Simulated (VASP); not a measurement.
# BiTe in VASP: further runs

BiTe is run at these levels: PBE; tasks: single point, relaxation of cell and atoms.

Everything below comes from runs of VASP 6.6.1. Logs are shortened: lines on timing, memory, paths and dates and some standing lists are left out, and cuts for length are marked.

### Step 1. The cell of the first run

It takes space group Fm-3m (No. 225, cubic). The conventional cell has a = 6.502 Å, b = 6.502 Å, c = 6.502 Å, α = 90.00°, β = 90.00°, γ = 90.00°. Within 4.3 Å of Bi (site symmetry m-3m) lie 6 Te at 3.25 Å. Within 4.3 Å of Te (site symmetry m-3m) lie 6 Bi at 3.25 Å.

### Step 2. Single point, PBE

Input file INCAR:

```
PREC = Accurate ; ENCUT = 520
EDIFF = 1E-7 ; ISMEAR = 0
SIGMA = 0.1 ; LREAL = False
LASPH = True ; NELM = 60
ALGO = Normal ; ISIF = 2
LWAVE = False ; LCHARG = False
GGA = PE ; NBANDS = 18
```

Input file KPOINTS:

```
regular mesh
0
Gamma
  9 9 9
```

Input file POSCAR:

```
BiTe
1.0
    4.5978828776      0.0000000000      0.0000000000
   -2.2989414388      3.9818833757      0.0000000000
    2.2989414388      1.3272944586      3.7541556491
Bi Te
1 1
Direct
    0.0000000000      0.0000000000      0.0000000000
    0.0000000000      0.5000000000      0.5000000000
```

Potentials or basis: VASP PAW PBE potentials, release 64 (Bi_d, Te).

Started as:

```sh
> cat potpaw_PBE.64/Bi_d/POTCAR potpaw_PBE.64/Te/POTCAR > POTCAR
> mpirun -np 1 vasp_std > vasp.out
```

OUTCAR:

```text
PREC = Accurate
   ENCUT = 520
   EDIFF = 1E-7
   ISMEAR = 0
   LREAL = False
   LASPH = True
   NELM = 60
   ISIF = 2
   GGA = PE

 ion  position               nearest neighbor table
   1  0.000  0.000  0.000-   2 3.25   2 3.25   2 3.25   2 3.25   2 3.25   2 3.25
   2  0.000  0.500  0.500-   1 3.25   1 3.25   1 3.25   1 3.25   1 3.25   1 3.25

  LATTYP: Found a face centered cubic cell.
 ALAT       =     6.5023883237

  Lattice vectors:

 A1 = (  -4.5978828776,   0.0000000000,   0.0000000000)
 A2 = (  -2.2989414388,   1.3272944586,   3.7541556491)
 A3 = (  -2.2989414388,   3.9818833757,   0.0000000000)

Analysis of symmetry for initial positions (statically):
=====================================================================
 Subroutine PRICEL returns:
 Original cell was already a primitive cell.

 Routine SETGRP: Setting up the symmetry group for a
 face centered cubic supercell.

 Subroutine GETGRP returns: Found 48 space group operations
[... 9 lines left out ...]

 Routine SETGRP: Setting up the symmetry group for a
 face centered cubic supercell.

 Subroutine GETGRP returns: Found 48 space group operations
[... 11 lines left out ...]
                                     Primitive cell

  volume of cell :      68.7320

  direct lattice vectors                    reciprocal lattice vectors
     4.597882878  0.000000000  0.000000000     0.217491403  0.125568720 -0.177580987
    -2.298941439  3.981883376  0.000000000     0.000000000  0.251137441 -0.088790494
     2.298941439  1.327294459  3.754155649     0.000000000  0.000000000  0.266371481

  length of vectors
     4.597882878  4.597882878  4.597882878     0.307579292  0.266371481  0.266371481

  position of ions in fractional coordinates (direct lattice)
     0.000000000  0.000000000  0.000000000
     1.000000000  0.500000000  0.500000000

  ion indices of the primitive-cell ions
   primitive index   ion index
                 1           1
                 2           2

----------------------------------------------------------------------------------------

 KPOINTS: regular mesh

Automatic generation of k-mesh.
 Grid dimensions read from file:
 generate k-points for:    9    9    9

 Generating k-lattice:

  Cartesian coordinates                     Fractional coordinates (reciprocal lattice)
     0.024165711  0.013952080 -0.019731221     0.111111111  0.000000000 -0.000000000
[... 54 lines left out ...]
   LNONCOLLINEAR =      F non collinear calculations
   LSORBIT =      F    spin-orbit coupling
   LASPH  =      T    aspherical Exc in radial PAW
   ENCUT  =  520.0 eV  38.22 Ry    6.18 a.u.   8.55  8.55  8.55*2*pi/ulx,y,z
   NELM   =     60;   NELMIN=  2; NELMDL= -5     # of ELM steps
   EDIFF  = 0.1E-06   stopping-criterion for ELM
   LREAL  =      F    real-space projection
   EDIFFG = 0.1E-05   stopping-criterion for IOM
   NSW    =      0    number of steps for IOM
   IBRION =     -1    ionic relax: 0-MD 1-quasi-New 2-CG
   NFREE  =      0    steps in history (QN), initial steepest desc. (CG)
   ISIF   =      2    stress and relaxation
   ISYM   =      2    0-nonsym 1-usesym 2-fastsym
   POTIM  = 0.5000    time-step for ionic-motion
   TEBEG  =    0.0;   TEEND  =   0.0 temperature during run
   PSTRESS=    0.0 pullay stress
   NELECT =      21.0000    total number of electrons
   NUPDOWN=      -1.0000    fix difference up-down
   EMIN   =  10.00;   EMAX   =-10.00  energy-range for DOS
   EFERMI =   0.00;   METHOD = LEGACY
   ISMEAR =     0;   SIGMA  =   0.10  broadening in eV -4-tet -1-fermi 0-gaus
   EFERMI_NEDOS =   21; number of points for ismear=-14 and -15
   IALGO  =     38    algorithm
   IMIX   =      4    mixing-type and parameters
     AMIX     =   0.40;   BMIX     =  1.00
     AMIX_MAG =   1.60;   BMIX_MAG =  1.00
  volume/ion in A,a.u.               =      34.37       231.91
  Fermi-wavevector in a.u.,A,eV,Ry     =   1.102626  2.083662 16.541757  1.215785
  Thomas-Fermi vector in A             =   2.239072
   LORBIT       =      0    0 simple, 1 ext, 2 COOP (PROOUT), +10 PAW based schemes
   GGA     = PE    functional components
   LHFCALC =     F    Hartree Fock is set to
   AEXX    =    0.0000 exact exchange contribution
   IVDW    =     0    specifies the selected vdW correction
   LEPSILON=     F    determine dielectric tensor
   LRPA    =     F    only Hartree local field effects (RPA)
 non-spin polarized calculation
 Gauss-broadening in eV      SIGMA  =   0.10
  energy-cutoff  :      520.00
  volume of cell :       68.73
 maximum number of plane-waves:      1868
 NGX is ok and might be reduce to    36
   NGX = 17   NGY = 17   NGZ = 17

 number of electron      20.9999996 magnetization

 Free energy of the ion-electron system (eV)
  ---------------------------------------------------
  ext. energy  EPLUGINS =         0.00000000
  ---------------------------------------------------
  free energy    TOTEN  =        -7.17224635 eV

  energy without entropy =       -7.16375077  energy(sigma->0) =       -7.16799856

 E-fermi :   6.4393     XC(G=0):  -9.3678

 val. band max:        6.4241220167   @ k =   0.3333   0.3333   0.1111
 cond. band min:       6.5208267380   @ k =   0.0000   0.3333   0.0000
 fundamental gap:      0.0967047213
 Fermi energy:         6.4392678094

 k-point     1 :       0.0000    0.0000    0.0000
  band No.  band energies     occupation
      1     -16.6721      2.00000
      2     -16.6721      2.00000
      3     -16.6698      2.00000
      4     -16.6698      2.00000
      5     -16.6698      2.00000
      6      -6.9517      2.00000
[... 481 lines left out ...]
      5     -16.6640      2.00000
      6      -5.7128      2.00000
[... 10 lines left out ...]
     17      14.9592      0.00000
     18      15.8877      0.00000

 [... further k-points ...]

------------------------ aborting loop because EDIFF is reached ----------------------------------------

  FORCE on cell =-STRESS in cart. coord.  units (eV):
  Direction    XX          YY          ZZ          XY          YZ          ZX
  --------------------------------------------------------------------------------------
  -------------------------------------------------------------------------------------
  Total       -0.0149698     -0.0149698     -0.0149698     -0.0000000     -0.0000000     -0.0000000
  in kB       -0.3489548     -0.3489548     -0.3489548     -0.0000000     -0.0000000     -0.0000000
  external PRESSURE =      -0.3489548 kB  Pullay stress =       0.0000000 kB

 VOLUME and BASIS-vectors are now :
 -----------------------------------------------------------------------------
  energy-cutoff  :      520.00
  volume of cell :       68.73
      direct lattice vectors                 reciprocal lattice vectors
     4.597882878  0.000000000  0.000000000     0.217491403  0.125568720 -0.177580987
    -2.298941439  3.981883376  0.000000000     0.000000000  0.251137441 -0.088790494
     2.298941439  1.327294459  3.754155649     0.000000000  0.000000000  0.266371481

 POSITION                                       TOTAL-FORCE (eV/Angst)
 -----------------------------------------------------------------------------------
      0.00000      0.00000      0.00000         0.000000      0.000000      0.000000
      0.00000      2.65459      1.87708        -0.000000     -0.000000      0.000000
 -----------------------------------------------------------------------------------
    total drift:                                0.000000     -0.000000     -0.000000

  FREE ENERGIE OF THE ION-ELECTRON SYSTEM (eV)
  ---------------------------------------------------
  free  energy   TOTEN  =        -7.1722463486 eV

  energy  without entropy=       -7.1637507662  energy(sigma->0) =       -7.16799856
```

Run time: 46 s. Hardware: 1 thread of Intel Xeon Platinum 8375C at 2.90GHz (Ice Lake), shared host; peak memory 0.22 GiB.

What came out:

* Free energy: -7.1722 eV
* Pressure: 0.0 GPa

Caveat: spin-orbit coupling is left out, which moves the levels of the heavy elements.

### Step 3. Single point, PBE

This run uses another cell than the first one, of 34.48 Å³/atom, 1.003 times its volume.

Input file INCAR:

```
SYSTEM = BiTe
PREC     = Accurate       ! precision mode
ENCUT    = 520            ! plane-wave cutoff, eV
EDIFF    = 1E-6           ! SCF threshold, eV
ISMEAR   = -1             ! smearing method
SIGMA    = 0.15           ! smearing width, eV
LREAL    = .False.        ! projectors in reciprocal space
LASPH    = .True.         ! aspherical terms in the spheres
NELM     = 100            ! most SCF steps
ALGO     = Normal         ! electronic algorithm
ISIF     = 2              ! what is computed and relaxed
LWAVE    = .False.        ! write WAVECAR
LCHARG   = .False.        ! write CHGCAR
GGA      = PE             ! functional
NBANDS   = 18             ! bands
```

Input file KPOINTS:

```
regular mesh
0
Gamma
  12 12 12
  0 0 0
```

Input file POSCAR:

```
BiTe
1.0
    0.0000000000      3.2548796324      3.2548796324
    3.2548796324      0.0000000000      3.2548796324
    3.2548796324      3.2548796324      0.0000000000
Bi Te
1 1
Direct
    0.0000000000      0.0000000000      0.0000000000
    0.5000000000      0.5000000000      0.5000000000
```

Potentials or basis: VASP PAW PBE potentials, release 64 (Bi_d, Te).

Started as:

```sh
> cat potpaw_PBE.64/Bi_d/POTCAR potpaw_PBE.64/Te/POTCAR > POTCAR
> mpirun -np 1 vasp_std > vasp.out
```

Run time: 51 s. Hardware: 1 thread of AMD EPYC 9R45 (Zen 5), shared host; peak memory 0.22 GiB.

It converged, with:

```
Free energy : -7.2291 eV
Pressure    : -0.1 GPa
```

Levels at points of the mesh, in eV from the Fermi level:
```
           k point  band 6  band 7  band 8  band 9  band 10  band 11  band 12  band 13  band 14  band 15
(0.00, 0.00, 0.00)  -13.41   -8.21   -2.51   -2.51    -2.51     2.10     2.10     2.10     4.68     4.68
(0.50, 0.00, 0.00)  -11.50  -11.21   -1.89   -1.89    -1.61    -0.82    -0.61    -0.61     7.27     7.70
(0.50, 0.50, 0.00)  -11.71   -9.96   -5.55   -3.94    -3.94     2.30     3.49     3.49     4.81     8.60
```

Caveat: spin-orbit coupling is left out, which moves the levels of the heavy elements.

### Step 4. Relaxation of cell and atoms, PBE

Input file INCAR:

```
SYSTEM = BiTe
ALGO     = Normal         ! electronic algorithm
EDIFF    = 1E-6           ! SCF threshold, eV
EDIFFG   = -0.001         ! ionic threshold
ENCUT    = 600            ! plane-wave cutoff, eV
GGA      = PE             ! functional
IBRION   = 2              ! ionic algorithm
ISIF     = 3              ! what is computed and relaxed
ISMEAR   = -1             ! smearing method
LASPH    = .True.         ! aspherical terms in the spheres
LCHARG   = .False.        ! write CHGCAR
LREAL    = .False.        ! projectors in reciprocal space
LWAVE    = .False.        ! write WAVECAR
NELM     = 80             ! most SCF steps
NSW      = 80             ! ionic steps
PREC     = Accurate       ! precision mode
SIGMA    = 0.15           ! smearing width, eV
```

Input file KPOINTS:

```
k-points
0
Gamma
  12 12 12
  0 0 0
```

Input file POSCAR:

```
BiTe
1.0
    0.0000000000      3.2511941628      3.2511941628
    3.2511941628      0.0000000000      3.2511941628
    3.2511941628      3.2511941628      0.0000000000
Bi Te
1 1
Direct
    0.0000000000      0.0000000000      0.0000000000
    0.5000000000      0.5000000000      0.5000000000
```

Started as:

```sh
> cat potpaw_PBE.64/Bi_d/POTCAR potpaw_PBE.64/Te/POTCAR > POTCAR
> mpirun -np 1 vasp_std > vasp.out
```

Wall time 1.7 min (1 thread of AMD EPYC 9R45 (Zen 5), shared host); peak memory 0.27 GiB.

Results (log left out):

```
Free energy                            : -7.2291 eV
Relaxed volume                         : 34.46 Å³/atom
Relaxed cell                           : a = 4.602 Å, b = 4.602 Å, c = 4.602 Å, α = 60.00°, β = 60.00°, γ = 60.00°
Space group after relaxing (to 0.05 Å) : Fm-3m (No. 225)
Energy gained by relaxing              : 0.0 meV/atom
Ionic steps                            : 3
Pressure after relaxing                : 0.0 GPa
```

Final structure:
```
Bi Te
1.0
     0.00000    3.25431    3.25431
     3.25431    0.00000    3.25431
     3.25431    3.25431    0.00000
Bi Te
1 1
Direct
  0.00000 0.00000 0.00000
  0.50000 0.50000 0.50000
```

Levels at points of the mesh, in eV from the Fermi level:
```tsv
k point	band 6	band 7	band 8	band 9	band 10	band 11	band 12	band 13	band 14
(0.00, 0.00, 0.00)	-13.41	-8.21	-2.51	-2.51	-2.51	2.10	2.10	2.10	4.68
(0.50, 0.00, 0.00)	-11.51	-11.21	-1.89	-1.89	-1.61	-0.82	-0.61	-0.61	7.27
(0.50, 0.50, 0.00)	-11.71	-9.96	-5.55	-3.94	-3.94	2.29	3.49	3.49	4.81
```

Caveat: spin-orbit coupling is left out, which moves the levels of the heavy elements.

### Step 5. Single point, PBE (biaxial strain in the a-b plane: -3.0 %, then relaxed in part)

Input file INCAR:

```
SYSTEM = BiTe
PREC = Accurate
ENCUT = 520
EDIFF = 1E-6
ISMEAR = 0
SIGMA = 0.1
LREAL = .False.
LASPH = .True.
NELM = 100
ALGO = Normal
ISIF = 2
LWAVE = .False.
LCHARG = .False.
GGA = PE
NBANDS = 29
```

Input file KPOINTS:

```
Automatic mesh
0
Gamma
  12 12 8
  0 0 0
```

Input file POSCAR:

```
BiTe
1.0
    3.1536583373      3.1536583373      0.0000000000
   -3.1536583373      3.1536583373      0.0000000000
    0.0000000000      0.0000000000      6.5566343056
Bi Te
2 2
Direct
    0.0000000000      0.0000000000      0.0000000000
    0.5000000000      0.5000000000      0.5000000000
    0.5000000000      0.5000000000      0.0000000000
    0.0000000000      0.0000000000      0.5000000000
```

Started as:

```sh
> cat potpaw_PBE.64/Bi_d/POTCAR potpaw_PBE.64/Te/POTCAR > POTCAR
> mpirun -np 1 vasp_std > vasp.out
```

Wall time 5.9 min (1 thread of Intel Xeon Platinum 8375C at 2.90GHz (Ice Lake), shared host); peak memory 0.56 GiB.

It converged, with:

* Free energy: -14.2561 eV
* Pressure: 3.0 GPa
* Band gap on the k mesh: zero (band 21 reaches 9.59 eV, above the bottom of band 22 at 6.20 eV)

Stress tensor (GPa, compression positive):
```
 4.43  0.00  0.00
 0.00  4.43  0.00
 0.00  0.00 -0.02
```

Levels at points of the mesh, in eV from the Fermi level:
| k point | band 17 | band 18 | band 19 | band 20 | band 21 | band 22 | band 23 | band 24 | band 25 | band 26 |
| --- | --- | --- | --- | --- | --- | --- | --- | --- | --- | --- |
| (0.00, 0.00, 0.00) | -4.17 | -2.83 | -2.83 | -2.32 | 1.62 | 2.14 | 2.53 | 2.53 | 3.86 | 3.86 |
| (0.50, 0.00, 0.00) | -2.21 | -2.21 | -1.97 | -1.97 | -0.19 | -0.19 | -0.01 | -0.01 | 2.81 | 2.81 |
| (0.50, 0.50, 0.00) | -4.48 | -4.48 | -3.98 | -3.98 | 2.07 | 2.07 | 3.24 | 3.24 | 4.20 | 4.20 |
| (0.00, 0.00, 0.50) | -3.58 | -3.58 | -3.10 | -3.10 | 0.90 | 0.90 | 2.88 | 2.88 | 3.05 | 3.05 |
| (0.50, 0.00, 0.50) | -1.97 | -1.97 | -1.56 | -1.56 | -0.93 | -0.93 | -0.66 | -0.66 | -0.64 | -0.64 |
| (0.50, 0.50, 0.50) | -5.35 | -5.35 | -1.73 | -1.73 | -0.37 | -0.37 | 4.15 | 4.15 | 4.15 | 4.15 |

Caveat: the cell differs from its parent crystal (biaxial strain in the a-b plane: -3.0 %, then relaxed in part); spin-orbit coupling is left out, which moves the levels of the heavy elements.

### Step 6. Overview

| task | cell | k mesh | cutoff (eV) | smearing | gap on the mesh (eV) | pressure (GPa) |
| --- | --- | --- | --- | --- | --- | --- |
| single point | a = 4.598 Å, angles 90.0, 60.0, 120.0°, 2 atoms | 9 × 9 × 9 | 520 | gaussian 0.1 eV | none | 0.0 |
| single point | a = 4.603 Å, angles 60.0°, 2 atoms | 12 × 12 × 12 | 520 | fermi-dirac 0.15 eV | none | -0.1 |
| relaxation of cell and atoms | relaxed from a = 4.598 Å, angles 60.0°, 2 atoms | 12 × 12 × 12 | 600 | fermi-dirac 0.15 eV | none | 0.0 |
| single point | a = 4.460, b = 4.460, c = 6.557 Å, 4 atoms | 12 × 12 × 8 | 520 | gaussian 0.1 eV | none | 3.0 |

Alike in all rows: level PBE; potentials or basis VASP PAW PBE potentials, release 64 (Bi_d, Te); no spin polarisation.

Caveats: spin-orbit coupling is left out, which moves the levels of the heavy elements.

Total energies depend on the potentials used, so only differences within one code and one set of settings carry meaning.
